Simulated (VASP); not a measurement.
# ZnS (F-43m) in VASP: a series of runs

The runs below take ZnS through single point, with PBEsol.

Program: VASP 6.6.1. These are calculated values, not measurements. Logs are shortened: lines on timing, memory, paths and dates and some standing lists are left out, and cuts for length are marked.

## 1. The cell of the first run

It takes space group F-43m (No. 216, cubic). Conventional cell: a = 4.973 Å, b = 4.973 Å, c = 4.973 Å, α = 90.00°, β = 90.00°, γ = 90.00°. Zn (site symmetry -43m) has 4 S at 2.15 Å within 2.8 Å. S (site symmetry -43m) has 4 Zn at 2.15 Å within 2.8 Å.

## 2. Single point, PBEsol (volume scaled by 0.800)

INCAR

```
PREC     = Accurate       # precision mode
ENCUT    = 520            # plane-wave cutoff, eV
EDIFF    = 1E-6           # SCF threshold, eV
ISMEAR   = 0              # smearing method
SIGMA    = 0.05           # smearing width, eV
LREAL    = False          # projectors in reciprocal space
LASPH    = True           # aspherical terms in the spheres
NELM     = 100            # most SCF steps
ALGO     = Normal         # electronic algorithm
ISIF     = 2              # what is computed and relaxed
LWAVE    = False          # write WAVECAR
LCHARG   = False          # write CHGCAR
GGA      = PS             # functional
NBANDS   = 16             # bands
```

KPOINTS

```
regular mesh
0
Gamma
  8 8 8
```

POSCAR

```
ZnS
1.0
    0.0000000000      2.4862503474      2.4862503474
    2.4862503474      0.0000000000      2.4862503474
    2.4862503474      2.4862503474      0.0000000000
Zn S
1 1
Direct
    0.2500000000      0.2500000000      0.2500000000
    0.0000000000      0.0000000000      0.0000000000
```

Potentials or basis: VASP PAW PBE potentials, release 64 (Zn, S).

Launch:

```bash
cat potpaw_PBE.64/Zn/POTCAR potpaw_PBE.64/S/POTCAR > POTCAR
mpirun -np 1 vasp_std > vasp.out
```

OUTCAR:

```text
PREC = Accurate
   ENCUT = 520
   EDIFF = 1E-6
   ISMEAR = 0
   LREAL = False
   LASPH = True
   NELM = 100
   ISIF = 2
   GGA = PS

 ion  position               nearest neighbor table
   1  0.250  0.250  0.250-   2 2.15   2 2.15   2 2.15   2 2.15
   2  0.000  0.000  0.000-   1 2.15   1 2.15   1 2.15   1 2.15

  LATTYP: Found a face centered cubic cell.
 ALAT       =     4.9725006948

  Lattice vectors:

 A1 = (   0.0000000000,   2.4862503474,   2.4862503474)
 A2 = (   2.4862503474,   0.0000000000,   2.4862503474)
 A3 = (   2.4862503474,   2.4862503474,   0.0000000000)

Analysis of symmetry for initial positions (statically):
=====================================================================
 Subroutine PRICEL returns:
 Original cell was already a primitive cell.

 Routine SETGRP: Setting up the symmetry group for a
 face centered cubic supercell.

 Subroutine GETGRP returns: Found 24 space group operations
 (whereof 24 operations were pure point group operations)
 out of a pool of 48 trial point group operations.

The static configuration has the point symmetry T_d .

Analysis of symmetry for dynamics (positions and initial velocities):
=====================================================================
 Subroutine PRICEL returns:
 Original cell was already a primitive cell.

 Routine SETGRP: Setting up the symmetry group for a
 face centered cubic supercell.

 Subroutine GETGRP returns: Found 24 space group operations
 (whereof 24 operations were pure point group operations)
 out of a pool of 48 trial point group operations.

The dynamic configuration has the point symmetry T_d .

 Subroutine INISYM returns: Found 24 space group operations
 (whereof 24 operations are pure point group operations),
 and found     1 'primitive' translations

----------------------------------------------------------------------------------------

                                     Primitive cell

  volume of cell :      30.7372

  direct lattice vectors                    reciprocal lattice vectors
     0.000000000  2.486250347  2.486250347    -0.201106055  0.201106055  0.201106055
     2.486250347  0.000000000  2.486250347     0.201106055 -0.201106055  0.201106055
     2.486250347  2.486250347  0.000000000     0.201106055  0.201106055 -0.201106055

  length of vectors
     3.516088961  3.516088961  3.516088961     0.348325906  0.348325906  0.348325906

  position of ions in fractional coordinates (direct lattice)
     0.250000000  0.250000000  0.250000000
     0.000000000  0.000000000  0.000000000

  ion indices of the primitive-cell ions
   primitive index   ion index
                 1           1
                 2           2

----------------------------------------------------------------------------------------

 KPOINTS: regular mesh

Automatic generation of k-mesh.
 Grid dimensions read from file:
 generate k-points for:    8    8    8

 Generating k-lattice:

  Cartesian coordinates                     Fractional coordinates (reciprocal lattice)
    -0.025138257  0.025138257  0.025138257     0.125000000  0.000000000  0.000000000
     0.025138257 -0.025138257  0.025138257     0.000000000  0.125000000  0.000000000
     0.025138257  0.025138257 -0.025138257     0.000000000  0.000000000  0.125000000

  Length of vectors
     0.043540738  0.043540738  0.043540738

  Shift w.r.t. Gamma in fractional coordinates (k-lattice)
     0.000000000  0.000000000  0.000000000

 Subroutine IBZKPT returns following result:
 ===========================================

 Found     29 irreducible k-points:

 Following reciprocal coordinates:
            Coordinates               Weight
  0.000000  0.000000  0.000000      1.000000
  0.125000  0.000000  0.000000      8.000000
  0.250000  0.000000  0.000000      8.000000
  0.375000  0.000000  0.000000      8.000000
  0.500000  0.000000  0.000000      4.000000
  0.125000  0.125000  0.000000      6.000000
[... 16 lines left out ...]
  0.500000  0.250000  0.125000     48.000000
 -0.375000  0.250000  0.125000     24.000000
 [... further k-points ...]
   k-points           NKPTS =     29   k-points in BZ     NKDIM =     29   number of bands    NBANDS=     16
   number of dos      NEDOS =    301   number of ions     NIONS =      2
   total plane-waves  NPLWV =  21952
   dimension x,y,z NGX =    28 NGY =   28 NGZ =   28
   dimension x,y,z NGXF=    56 NGYF=   56 NGZF=   56
   ions per type =               1   1
   NGX,Y,Z   is equivalent  to a cutoff of  13.24, 13.24, 13.24 a.u.
   NGXF,Y,Z  is equivalent  to a cutoff of  26.48, 26.48, 26.48 a.u.
 SYSTEM =  unknown system
   PREC   = accura    normal or accurate (medium, high low for compatibility)
   ISTART =      0    job   : 0-new  1-cont  2-samecut
   ICHARG =      2    charge: 1-file 2-atom 10-const
   ISPIN  =      1    spin polarized calculation?
   LNONCOLLINEAR =      F non collinear calculations
   LSORBIT =      F    spin-orbit coupling
   LASPH  =      T    aspherical Exc in radial PAW
   ENCUT  =  520.0 eV  38.22 Ry    6.18 a.u.   6.54  6.54  6.54*2*pi/ulx,y,z
   NELM   =    100;   NELMIN=  2; NELMDL= -5     # of ELM steps
   EDIFF  = 0.1E-05   stopping-criterion for ELM
   LREAL  =      F    real-space projection
   EDIFFG = 0.1E-04   stopping-criterion for IOM
   NSW    =      0    number of steps for IOM
   IBRION =     -1    ionic relax: 0-MD 1-quasi-New 2-CG
   NFREE  =      0    steps in history (QN), initial steepest desc. (CG)
   ISIF   =      2    stress and relaxation
   ISYM   =      2    0-nonsym 1-usesym 2-fastsym
   POTIM  = 0.5000    time-step for ionic-motion
   TEBEG  =    0.0;   TEEND  =   0.0 temperature during run
   PSTRESS=    0.0 pullay stress
   NELECT =      18.0000    total number of electrons
   NUPDOWN=      -1.0000    fix difference up-down
   EMIN   =  10.00;   EMAX   =-10.00  energy-range for DOS
   EFERMI =   0.00;   METHOD = LEGACY
   ISMEAR =     0;   SIGMA  =   0.05  broadening in eV -4-tet -1-fermi 0-gaus
   EFERMI_NEDOS =   21; number of points for ismear=-14 and -15
   IALGO  =     38    algorithm
   IMIX   =      4    mixing-type and parameters
     AMIX     =   0.40;   BMIX     =  1.00
     AMIX_MAG =   1.60;   BMIX_MAG =  1.00
  volume/ion in A,a.u.               =      15.37       103.71
  Fermi-wavevector in a.u.,A,eV,Ry     =   1.369654  2.588270 25.523871  1.875952
  Thomas-Fermi vector in A             =   2.495510
   LORBIT       =      0    0 simple, 1 ext, 2 COOP (PROOUT), +10 PAW based schemes
   GGA     = PS    functional components
   LHFCALC =     F    Hartree Fock is set to
   AEXX    =    0.0000 exact exchange contribution
   IVDW    =     0    specifies the selected vdW correction
   LEPSILON=     F    determine dielectric tensor
   LRPA    =     F    only Hartree local field effects (RPA)
 non-spin polarized calculation
 Gauss-broadening in eV      SIGMA  =   0.05
  energy-cutoff  :      520.00
  volume of cell :       30.74
 maximum number of plane-waves:       869
 NGX is ok and might be reduce to    28
   NGX = 13   NGY = 13   NGZ = 13

 number of electron      17.9999998 magnetization

 Free energy of the ion-electron system (eV)
  ---------------------------------------------------
  ext. energy  EPLUGINS =         0.00000000
  ---------------------------------------------------
  free energy    TOTEN  =        -7.00656227 eV

  energy without entropy =       -7.00656227  energy(sigma->0) =       -7.00656227

 E-fermi :   4.9767     XC(G=0): -11.0695

 val. band max:        4.7259560171   @ k =   0.0000   0.0000   0.0000
 cond. band min:       7.2945815999   @ k =   0.5000   0.5000   0.0000
 fundamental gap:      2.5686255829
 Fermi energy:         4.9766818085

 k-point     1 :       0.0000    0.0000    0.0000
  band No.  band energies     occupation
      1     -10.5282      2.00000
      2      -3.0361      2.00000
      3      -3.0361      2.00000
      4      -3.0361      2.00000
      5      -2.2018      2.00000
      6      -2.2018      2.00000
[... 8 lines left out ...]
     15      16.6949      0.00000
     16      17.7584      0.00000

 k-point     2 :       0.1250    0.0000    0.0000
  band No.  band energies     occupation
      1     -10.3523      2.00000
      2      -3.0628      2.00000
      3      -3.0022      2.00000
      4      -3.0022      2.00000
      5      -2.2060      2.00000
      6      -2.2060      2.00000
[... 8 lines left out ...]
     15      15.9419      0.00000
     16      18.2688      0.00000

 k-point     3 :       0.2500    0.0000    0.0000
  band No.  band energies     occupation
      1      -9.8804      2.00000
      2      -3.0872      2.00000
      3      -2.9289      2.00000
      4      -2.9289      2.00000
      5      -2.2013      2.00000
      6      -2.2013      2.00000
[... 8 lines left out ...]
     15      15.7400      0.00000
     16      17.3981      0.00000

 k-point     4 :       0.3750    0.0000    0.0000
  band No.  band energies     occupation
      1      -9.3154      2.00000
      2      -2.9536      2.00000
      3      -2.8737      2.00000
      4      -2.8737      2.00000
      5      -2.1687      2.00000
      6      -2.1687      2.00000
[... 8 lines left out ...]
     15      17.1715      0.00000
     16      17.3423      0.00000

 k-point     5 :       0.5000    0.0000    0.0000
  band No.  band energies     occupation
      1      -9.0412      2.00000
      2      -2.8576      2.00000
      3      -2.8576      2.00000
      4      -2.6316      2.00000
      5      -2.1450      2.00000
      6      -2.1450      2.00000
[... 8 lines left out ...]
     15      18.7068      0.00000
     16      18.7068      0.00000

 k-point     6 :       0.1250    0.1250    0.0000
  band No.  band energies     occupation
      1     -10.2935      2.00000
      2      -3.0976      2.00000
      3      -2.9761      2.00000
      4      -2.9761      2.00000
      5      -2.2364      2.00000
      6      -2.1808      2.00000
[... 8 lines left out ...]
     15      16.9076      0.00000
     16      19.2420      0.00000

 k-point     7 :       0.2500    0.1250    0.0000
  band No.  band energies     occupation
      1      -9.9186      2.00000
      2      -3.1412      2.00000
      3      -2.9055      2.00000
      4      -2.8992      2.00000
      5      -2.2550      2.00000
      6      -2.1620      2.00000
[... 8 lines left out ...]
     15      16.8705      0.00000
     16      19.1466      0.00000

 k-point     8 :       0.3750    0.1250    0.0000
  band No.  band energies     occupation
      1      -9.3741      2.00000
      2      -3.0744      2.00000
      3      -2.8348      2.00000
      4      -2.8305      2.00000
      5      -2.2134      2.00000
      6      -2.1395      2.00000
[... 8 lines left out ...]
     15      17.8676      0.00000
     16      18.5500      0.00000

 k-point     9 :       0.5000    0.1250    0.0000
  band No.  band energies     occupation
      1      -8.9805      2.00000
      2      -2.8998      2.00000
      3      -2.8058      2.00000
      4      -2.6460      2.00000
      5      -2.1394      2.00000
      6      -2.0770      2.00000
[... 8 lines left out ...]
     15      18.7331      0.00000
     16      19.4334      0.00000
[... 172 lines left out ...]
 k-point    19 :       0.5000    0.3750    0.0000
  band No.  band energies     occupation
      1      -8.6218      2.00000
      2      -3.2908      2.00000
      3      -2.5260      2.00000
      4      -2.5047      2.00000
      5      -2.0841      2.00000
      6      -1.9547      2.00000
[... 8 lines left out ...]
     15      19.0162      0.00000
     16      20.9032      0.00000

 k-point    20 :      -0.3750    0.3750    0.0000
  band No.  band energies     occupation
      1      -8.5697      2.00000
      2      -3.0991      2.00000
      3      -2.5723      2.00000
      4      -2.4011      2.00000
      5      -2.1395      2.00000
      6      -1.6257      2.00000
[... 8 lines left out ...]
     15      17.6331      0.00000
     16      22.3104      0.00000

 k-point    21 :       0.5000    0.5000    0.0000
  band No.  band energies     occupation
      1      -8.5302      2.00000
      2      -3.3862      2.00000
      3      -2.4651      2.00000
      4      -2.4651      2.00000
      5      -2.0579      2.00000
      6      -1.9017      2.00000
[... 8 lines left out ...]
     15      18.7354      0.00000
     16      20.1505      0.00000

 k-point    22 :       0.3750    0.2500    0.1250
  band No.  band energies     occupation
      1      -9.5022      2.00000
      2      -3.1494      2.00000
      3      -2.8425      2.00000
      4      -2.8004      2.00000
      5      -2.2586      2.00000
      6      -2.1312      2.00000
[... 8 lines left out ...]
     15      18.1588      0.00000
     16      20.7312      0.00000

 k-point    23 :       0.5000    0.2500    0.1250
  band No.  band energies     occupation
      1      -9.0207      2.00000
      2      -2.9966      2.00000
      3      -2.8174      2.00000
      4      -2.6684      2.00000
      5      -2.1901      2.00000
      6      -2.1062      2.00000
[... 8 lines left out ...]
     15      19.5005      0.00000
     16      20.1648      0.00000

 k-point    24 :      -0.3750    0.2500    0.1250
  band No.  band energies     occupation
      1      -8.7959      2.00000
      2      -2.8998      2.00000
      3      -2.7751      2.00000
      4      -2.4538      2.00000
      5      -2.1906      2.00000
      6      -1.8802      2.00000
[... 8 lines left out ...]
     15      18.9191      0.00000
     16      20.2087      0.00000

 [... further k-points ...]
[... 5 lines left out ...]
  --------------------------------------------------------------------------------------
  -------------------------------------------------------------------------------------
  Total        5.6299772      5.6299772      5.6299772     -0.0000000      0.0000000     -0.0000000
  in kB      293.4625242    293.4625242    293.4625242     -0.0000000      0.0000000     -0.0000000
  external PRESSURE =     293.4625242 kB  Pullay stress =       0.0000000 kB

 VOLUME and BASIS-vectors are now :
 -----------------------------------------------------------------------------
  energy-cutoff  :      520.00
  volume of cell :       30.74
      direct lattice vectors                 reciprocal lattice vectors
     0.000000000  2.486250347  2.486250347    -0.201106055  0.201106055  0.201106055
     2.486250347  0.000000000  2.486250347     0.201106055 -0.201106055  0.201106055
     2.486250347  2.486250347  0.000000000     0.201106055  0.201106055 -0.201106055

 POSITION                                       TOTAL-FORCE (eV/Angst)
 -----------------------------------------------------------------------------------
      1.24313      1.24313      1.24313        -0.000000      0.000000      0.000000
      0.00000      0.00000      0.00000         0.000000     -0.000000     -0.000000
 -----------------------------------------------------------------------------------
    total drift:                               -0.000002     -0.000002     -0.000002

  FREE ENERGIE OF THE ION-ELECTRON SYSTEM (eV)
  ---------------------------------------------------
  free  energy   TOTEN  =        -7.0065622741 eV

  energy  without entropy=       -7.0065622741  energy(sigma->0) =       -7.00656227
```

Wall time 16 s (1 thread of AMD EPYC 9R45 (Zen 5), shared host); peak memory 0.12 GiB.

What came out:

```
Free energy            : -7.0066 eV
Pressure               : 29.3 GPa
Band gap on the k mesh : 2.57 eV, indirect (least direct gap 3.13 eV)
```

Caveat: the PAW data sets were made with another functional, which shifts forces and pressure a little. A k mesh can miss the band edges.

## 3. Single point, PBEsol (volume scaled by 0.840)

INCAR

```
  ALGO = Normal
  EDIFF = 1E-6
  ENCUT = 520
  GGA = PS
  ISIF = 2
  ISMEAR = 0
  LASPH = True
  LCHARG = True
  LELF = True
  LREAL = False
  LVHAR = True
  LWAVE = False
  NBANDS = 16
  NELM = 60
  PREC = Accurate
  SIGMA = 0.05
```

KPOINTS

```
k-points
0
Gamma
  8 8 8
```

POSCAR

```
ZnS
1.0
    0.0000000000      2.5270157953      2.5270157953
    2.5270157953      0.0000000000      2.5270157953
    2.5270157953      2.5270157953      0.0000000000
Zn S
1 1
Direct
    0.2500000000      0.2500000000      0.2500000000
    0.0000000000      0.0000000000      0.0000000000
```

Potentials or basis: VASP PAW PBE potentials, release 64 (Zn, S).

Launch:

```bash
cat potpaw_PBE.64/Zn/POTCAR potpaw_PBE.64/S/POTCAR > POTCAR
mpirun -np 1 vasp_std > vasp.out
```

Wall time 16 s (1 thread of AMD EPYC 9R45 (Zen 5), shared host); peak memory 0.12 GiB.

Results (log left out):

```yaml
Free_energy: -7.2449 eV
Pressure: 20.6 GPa
Band_gap_on_the_k_mesh: 2.72 eV, indirect (least direct gap 2.89 eV)
```

Levels at points of the mesh, in eV from the valence-band top:
| k point | band 5 | band 6 | band 7 | band 8 | band 9 | band 10 | band 11 | band 12 | band 13 | band 14 |
| --- | --- | --- | --- | --- | --- | --- | --- | --- | --- | --- |
| (0.00, 0.00, 0.00) | -6.67 | -6.67 | 0.00 | 0.00 | 0.00 | 2.89 | 6.07 | 6.07 | 6.07 | 11.94 |
| (0.50, 0.00, 0.00) | -6.61 | -6.61 | -6.33 | -1.21 | -1.21 | 3.54 | 6.62 | 6.62 | 9.31 | 13.06 |
| (0.50, 0.50, 0.00) | -6.54 | -6.38 | -5.47 | -3.08 | -3.08 | 2.72 | 3.77 | 12.45 | 13.26 | 13.26 |

Caveat: the PAW data sets were made with another functional, which shifts forces and pressure a little.

[end of part 1 of 2]
